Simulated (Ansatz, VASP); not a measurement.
# EuO in VASP and in Ansatz

```
Eu O
1.0
     0.00000    2.57195    2.57195
     2.57195    0.00000    2.57195
     2.57195    2.57195    0.00000
Eu O
1 1
Direct
  0.50000 0.50000 0.50000
  0.00000 0.00000 0.00000
```

Alike in both runs: task single point; functional PBE; k mesh 6 × 6 × 6; occupations gaussian, width 0.05 eV; no spin polarisation; Hubbard terms Eu f U = 7.0 eV.

|  | VASP | Ansatz |
| --- | --- | --- |
| version | VASP 6.6.1 | Ansatz 0.2.0 |
| potentials or method | VASP PAW PBE potentials, release 64 (Eu, O) | Ansatz PAW |
| plane-wave cutoff (eV) | 600 | 420 |
| valence electrons in the cell | 23 | 23 |

|  | VASP | Ansatz | Ansatz less VASP |
| --- | --- | --- | --- |
| gap on the k mesh at the Fermi level (eV) | none | none | - |
| pressure (GPa) | -13.9 | -14.4 | -0.45 |

The programs project onto different local orbitals, so the same U acts differently, and such runs can settle in different states. A gap of «none» marks a metal or a gap that the smearing closes.

Spin-orbit coupling is off throughout. Noted on Ansatz's run: the magnetic or orbital state may not be the lowest.
